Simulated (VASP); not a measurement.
A run of VASP 6.6.1:

File INCAR:

```
PREC     = Accurate       # precision mode
ENCUT    = 500            # plane-wave cutoff, eV
EDIFF    = 1E-6           # SCF threshold, eV
ISMEAR   = -1             # smearing method
SIGMA    = 0.05           # smearing width, eV
LREAL    = F              # projectors in reciprocal space
LASPH    = T              # aspherical terms in the spheres
NELM     = 200            # most SCF steps
ALGO     = Normal         # electronic algorithm
ISIF     = 2              # what is computed and relaxed
LWAVE    = F              # write WAVECAR
LCHARG   = T              # write CHGCAR
LMAXMIX  = 4              # l up to which the mixer works
LDAU     = T              # DFT+U
LDAUTYPE = 2            
LDAUL    = 2 -1           # shell
LDAUU    = 8 0            # U, eV
LDAUJ    = 0 0          
LDAUPRINT= 1            
LELF     = T              # ELF
LVHAR    = T            
NBANDS   = 15             # bands
GGA_COMPAT= F
```

Contents of KPOINTS:

```
Automatic mesh
0
Gamma
  7 7 7
```

POSCAR

```
TePd
1.0
    3.6310931200      0.0000000000      0.0000000000
    0.0000000000      3.6310931200      0.0000000000
    0.0000000000      0.0000000000      3.6310931200
Pd Te
1 1
Direct
    0.0000000000      0.0000000000      0.0000000000
    0.5000000000      0.5000000000      0.5000000000
```

Potentials or basis: VASP PAW LDA potentials, release 64 (Pd, Te).

Run with:

```console
$ cat potpaw_LDA.64/Pd/POTCAR potpaw_LDA.64/Te/POTCAR > POTCAR
$ mpirun -np 1 vasp_std > vasp.out
```

Hardware: 1 thread of Intel Xeon 8259CL, on a shared host.

Estimate the wall time of this run.

Run time: 24 s on 1 thread of Intel Xeon 8259CL (shared host), peak memory 0.14 GiB. Counts: scf iterations 13, k points 20.
